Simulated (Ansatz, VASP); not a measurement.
# One calculation of S, two programs

File INCAR:

```
PREC = Accurate ; ENCUT = 500
EDIFF = 1E-6 ; ISMEAR = -1
SIGMA = 0.05 ; LREAL = F
LASPH = T ; NELM = 120
ALGO = Normal ; ISIF = 2
LWAVE = F ; LCHARG = F
GGA = PS ; NBANDS = 9
GGA_COMPAT = F
```

The input KPOINTS:

```
Automatic mesh
0
Gamma
  19 19 19
```

The input POSCAR:

```
S
1.0
    0.0000000000      1.6468649580      1.6468649580
    1.6468649580      0.0000000000      1.6468649580
    1.6468649580      1.6468649580      0.0000000000
S
1
Direct
    0.0000000000      0.0000000000      0.0000000000
```

Input for Ansatz:

```yaml
crystal:
  lattice:
    - [0.0, 1.646864958, 1.646864958]
    - [1.646864958, 0.0, 1.646864958]
    - [1.646864958, 1.646864958, 0.0]
  atoms:
    - { symbol: S, position: [0.0, 0.0, 0.0] }
kpoints:
  mp_grid: { grid: [19, 19, 19] }
scf:
  occupations: { method: fermi_dirac, width: 0.05 }
hamiltonian:
  xc: pbesol
  pseudopotentials: { kind: paw }
output:
  forces: true
  stress: true
  eigenvalues: true
  write_density: true
  write_potential: true
  elf: true
  volumetric_format: npy
```

Change from the starting cell: volume scaled by 0.599, to set the pressure.

Alike in both runs: task single point; functional PBEsol; k mesh 19 × 19 × 19; occupations fermi-dirac, width 0.05 eV; no spin polarisation.

|  | VASP | Ansatz |
| --- | --- | --- |
| version | VASP 6.6.1 | Ansatz 0.2.0 |
| potentials or method | VASP PAW PBE potentials, release 64 (S) | PAW with Ansatz's default frozen-core files, scalar-relativistic |
| plane-wave cutoff (eV) | 500 | 420 |
| valence electrons in the cell | 6 | 6 |

|  | VASP | Ansatz | Ansatz less VASP |
| --- | --- | --- | --- |
| pressure (GPa) | 134.9 | 135.2 | +0.33 |

VASP's potentials were made for PBE, not for PBEsol. Both programs put the cell under a high pressure, so it lies far from rest at this level.

Noted on VASP's run: the cell as given lies far from equilibrium.
